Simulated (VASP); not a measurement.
A run of VASP 6.6.1 is set up as follows.

File INCAR:

```
SYSTEM = CsGa
PREC = Accurate
ENCUT = 520
EDIFF = 1E-6
ISMEAR = -1
SIGMA = 0.05
LREAL = .FALSE.
LASPH = .TRUE.
NELM = 60
ALGO = Normal
ISIF = 2
LWAVE = .FALSE.
LCHARG = .TRUE.
GGA = PS
LELF = .TRUE.
LVHAR = .TRUE.
NBANDS = 30
```

Contents of KPOINTS:

```
Automatic mesh
0
G
  6 6 6
  0 0 0
```

Contents of POSCAR:

```
CsGa
1.0
    0.0000000000      4.0341668935      4.0341668935
    4.0341668935      0.0000000000      4.0341668935
    4.0341668935      4.0341668935      0.0000000000
Cs Ga
2 2
Direct
    0.1250000000      0.1250000000      0.1250000000
   -0.1250000000     -0.1250000000     -0.1250000000
    0.3750000000      0.3750000000      0.3750000000
   -0.3750000000     -0.3750000000     -0.3750000000
```

Potentials or basis: VASP PAW PBE potentials, release 64 (Cs_sv, Ga_d).

Command:

```bash
$ cat potpaw_PBE.64/Cs_sv/POTCAR potpaw_PBE.64/Ga_d/POTCAR > POTCAR
$ mpirun -np 1 vasp_std > vasp.out
```

Question: Predict the pressure.

Answer: 0.2 GPa.

Question: What does it give for the band gap on the k mesh?

Answer: Zero (bands 22 and 23 overlap by 0.16 eV).

Caveat: the PAW data sets were made with another functional, which shifts forces and pressure a little; spin-orbit coupling is left out, which moves the levels of the heavy elements.
